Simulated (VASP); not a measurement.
Runs of VASP 6.6.1 on Ge. The structure is that of space group Fd-3m (No. 227), or close to it. The cells are those of the table. 

```tsv
cell	gap on the mesh (eV)	pressure (GPa)
a = 3.933 Å, angles 60.0°, 2 atoms	0.28	4.6
a = 4.130 Å, angles 60.0°, 2 atoms	none	-4.6
a = 3.863 Å, angles 60.0°, 2 atoms	(b)	10.0
a = 3.967 Å, angles 60.0°, 2 atoms	0.20	(c)
a = 4.098 Å, angles 60.0°, 2 atoms	none	-3.5
a = 4.034 Å, angles 60.0°, 2 atoms	none	-1.3
a = 3.898 Å, angles 60.0°, 2 atoms	(a)	7.1
a = 4.066 Å, angles 60.0°, 2 atoms	none	(d)
a = 4.001 Å, angles 60.0°, 2 atoms	none	0.6
```

Alike in all rows: task single point; level PBEsol; potentials or basis VASP PAW PBE potentials, release 64 (Ge_d); no spin polarisation; k mesh 6 × 6 × 6; cutoff (eV) 520; smearing fermi-dirac 0.1 eV.

Task: Estimate the missing entries.

Result: (a) 0.37; (b) 0.43; (c) 2.4; (d) -2.6.

Caveats: the PAW data sets were made with another functional, which shifts forces and pressure a little.

A k mesh can miss the band edges, and the runs leave out spin-orbit coupling on Ge.

A gap of «none» marks levels without a gap at the run's occupations.
